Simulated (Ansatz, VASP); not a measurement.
**Ga4As3P: VASP beside Ansatz**

```xyz
8
Lattice="-2.8976 2.8976 5.7939 2.8976 -2.8976 5.7939 2.8976 2.8976 -5.7939" Properties=species:S:1:pos:R:3 pbc="T T T"
P     0.0000    0.0000    0.0000
Ga    1.4870    1.4870    4.3719
Ga   -1.4870    1.4870    7.2159
Ga    1.4106    1.4106   -1.4220
Ga    1.4870   -1.4870    7.2159
As    2.8976    0.0000    2.8969
As    0.0000    0.0000    5.7939
As    0.0000    2.8976    2.8969
```

Alike in both runs: task single point; functional PBE; k mesh 6 × 6 × 6; no spin polarisation.

|  | VASP | Ansatz |
| --- | --- | --- |
| version | VASP 6.6.1 | Ansatz 0.2.0 |
| potentials or method | VASP PAW PBE potentials, release 64 (P, Ga_d, As) | plane waves, PAW |
| plane-wave cutoff (eV) | 520 | 420 |
| occupations | gaussian, width 0.01 eV | fixed |
| valence electrons in the cell | 72 | 102 |

|  | VASP | Ansatz | Ansatz less VASP |
| --- | --- | --- | --- |
| gap on the k mesh at the Fermi level (eV) | 0.08 | 0.08 | 0.000 |
| pressure (GPa) | -3.2 | -3.3 | -0.11 |

VASP's potentials hold 72 valence electrons a cell and Ansatz's 102, so a difference there can come from the potentials and not from the codes.
